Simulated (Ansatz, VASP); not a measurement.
# One calculation of TaN, two programs

File INCAR:

```
SYSTEM = TaN
ALGO = Normal
EDIFF = 1E-6
ENCUT = 520
GGA = PS
ISIF = 2
ISMEAR = 0
LASPH = .TRUE.
LCHARG = .TRUE.
LELF = .TRUE.
LREAL = .FALSE.
LVHAR = .TRUE.
LWAVE = .FALSE.
NBANDS = 33
NELM = 60
PREC = Accurate
SIGMA = 0.15
```

File KPOINTS:

```
k-points
0
G
  23 23 7
  0 0 0
```

File POSCAR:

```
TaN
1.0
   -2.9239890447      0.0000000000      0.0000000000
   -1.4619945224     -2.5322487931      0.0000000000
    0.0000000000      0.0000000000     10.1121829280
Ta N
3 3
Direct
    0.3333333333      0.3333333333      0.0709578119
    0.3333333333      0.3333333333      0.3548458372
    0.3333333333      0.3333333333      0.6387338625
    0.0000000000      0.0000000000      0.7806778751
    0.0000000000      0.0000000000      0.2129018246
    0.0000000000      0.0000000000      0.4967898498
```

Input for Ansatz:

```yaml
crystal:
  lattice:
    - [-2.9239890447, 0.0, 0.0]
    - [-1.4619945224, -2.5322487931, 0.0]
    - [0.0, 0.0, 10.112182928]
  atoms:
    - { symbol: Ta, position: [0.3333333333, 0.3333333333, 0.0709578119] }
    - { symbol: Ta, position: [0.3333333333, 0.3333333333, 0.3548458372] }
    - { symbol: Ta, position: [0.3333333333, 0.3333333333, 0.6387338625] }
    - { symbol: "N", position: [0.0, 0.0, 0.7806778751] }
    - { symbol: "N", position: [0.0, 0.0, 0.2129018246] }
    - { symbol: "N", position: [0.0, 0.0, 0.4967898498] }
basis:
  ecutwfc: 420
kpoints:
  mp_grid: { grid: [23, 23, 7] }
hamiltonian:
  xc: pbesol
scf:
  occupations: { method: gaussian, width: 0.15 }
output:
  forces: true
  stress: true
  eigenvalues: true
```

Alike in both runs: task single point; functional PBEsol; k mesh 23 × 23 × 7; occupations gaussian, width 0.15 eV; no spin polarisation.

|  | VASP | Ansatz |
| --- | --- | --- |
| version | VASP 6.6.1 | Ansatz 0.2.0 |
| potentials or method | VASP PAW PBE potentials, release 64 (Ta_pv, N), cutoff 520 eV | scalar-relativistic, plane waves, PAW |
| valence electrons in the cell | 48 | 54 |

Ansatz gave:

| Property | Result |
| --- | --- |
| gap on the k mesh at the Fermi level (eV) | none |
| pressure (GPa) | -9.6 |
| traceless stress, the component that is largest in VASP (GPa) | -13.83 |
| rms of the force components (eV/Å) | 1.803 |

Estimate VASP's values.

gap on the k mesh at the Fermi level (eV): none; pressure (GPa): -9.1; traceless stress, the component that is largest in VASP (GPa): -13.73; rms of the force components (eV/Å): 1.797.

VASP's potentials were made for PBE, not for PBEsol. Atom by atom the forces differ by 0.016 eV/Å (rms over components). A gap of «none» marks a metal or a gap that the smearing closes. VASP's potentials hold 48 valence electrons a cell and Ansatz's 54, so a difference there can come from the potentials and not from the codes.

Neither program's run includes spin-orbit coupling.
